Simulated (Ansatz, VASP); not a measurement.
# Ga in VASP and in Ansatz

The input INCAR:

```
  PREC = Accurate
  ENCUT = 520
  EDIFF = 1E-8
  ISMEAR = -1
  SIGMA = 0.03
  LREAL = False
  LASPH = True
  NELM = 100
  ALGO = Normal
  ISIF = 2
  LWAVE = False
  LCHARG = False
  GGA = PE
  LEFG = True
  NBANDS = 20
```

Contents of KPOINTS:

```
regular mesh
0
Gamma
  14 14 11
```

POSCAR

```
Ga
1.0
    1.3547675884     -3.9443034667      0.0000000000
    1.3547675884      3.9443034667      0.0000000000
   -0.1150523885      0.0000000000      3.2619531710
Ga
2
Direct
    0.8690000000      0.1310000000      0.2500000000
    0.1310000000      0.8690000000      0.7500000000
```

Input for Ansatz:

```yaml
crystal:
  lattice:
    - [1.3547675884, -3.9443034667, 0.0]
    - [1.3547675884, 3.9443034667, 0.0]
    - [-0.1150523885, 0.0, 3.261953171]
  atoms:
    - { symbol: Ga, position: [0.869, 0.131, 0.25] }
    - { symbol: Ga, position: [0.131, 0.869, 0.75] }
kpoints:
  mp_grid: { grid: [14, 14, 11] }
scf:
  occupations: { method: fermi_dirac, width: 0.03 }
hamiltonian:
  xc: pbe
  pseudopotentials: { kind: all_electron, datasets: crystal }
output:
  forces: true
  stress: true
  eigenvalues: true
  efg: { contact_densities: true }
```

Change from the starting cell: volume scaled by 0.94, crystal datasets.

Alike in both runs: task electric field gradients; functional PBE; k mesh 14 × 14 × 11; occupations fermi-dirac, width 0.03 eV; no spin polarisation.

|  | VASP | Ansatz |
| --- | --- | --- |
| version | VASP 6.6.1 | Ansatz 0.2.0 |
| potentials or method | VASP PAW PBE potentials, release 64 (Ga_d), cutoff 520 eV | all-electron PAW with datasets made for the crystal, scalar-relativistic |

Ansatz gave:

| Item | Value |
| --- | --- |
| pressure (GPa) | 6.0 |
| traceless stress, the component that is largest in VASP (GPa) | -0.33 |
| rms of the force components (eV/Å) | 0.124 |
| size of Vzz on the site where it differs most (V/Å²) | 28.9 |

Estimate VASP's values.

pressure (GPa): 6.1; traceless stress, the component that is largest in VASP (GPa): -0.36; rms of the force components (eV/Å): 0.125; size of Vzz on the site where it differs most (V/Å²): 27.0.

Atom by atom the forces differ by 0.001 eV/Å (rms over components). Ansatz ran all-electron here, and VASP with PAW potentials.
